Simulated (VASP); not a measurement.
Fe7Co, 24 atoms in the cell. The cell holds a disordered packing, 24 atoms: a = 6.576 Å, b = 6.304 Å, c = 6.604 Å, α = 93.62°, β = 88.42°, γ = 94.03°. 

| Property | Result |
| --- | --- |
| Program | VASP 6.6.1 |
| Task | single point |
| Functional | PBEsol |
| Potentials or basis | VASP PAW PBE potentials, release 64 (Fe, Co) |
| Cutoff | 400 eV |
| k mesh | 1 × 1 × 1, shifted |
| Occupations | fermi-dirac, width 0.05 eV |
| Spin | no spin polarisation |
| Dipole correction | no |
| Mended | yes |
| Further INCAR settings | LREAL = Auto; ALGO = Normal; EDIFF = 1e-06; NBANDS = 116; ISYM = -1 |

Potentials or basis: VASP PAW PBE potentials, release 64 (Fe, Co).

Launch:

```sh
$ cat potpaw_PBE.64/Fe/POTCAR potpaw_PBE.64/Co/POTCAR > POTCAR
$ mpirun -np 1 vasp_std > vasp.out
```

Hardware: 1 thread of Intel(R) Xeon(R) 6975P-C (Granite Rapids) (shared host).

Question: How long does it take, and how much memory?

Answer: Run time: 2.7 min on 1 thread of Intel(R) Xeon(R) 6975P-C (Granite Rapids), with other jobs on the host, peak memory 0.3 GiB. Counts: scf iterations 35, k points 1.
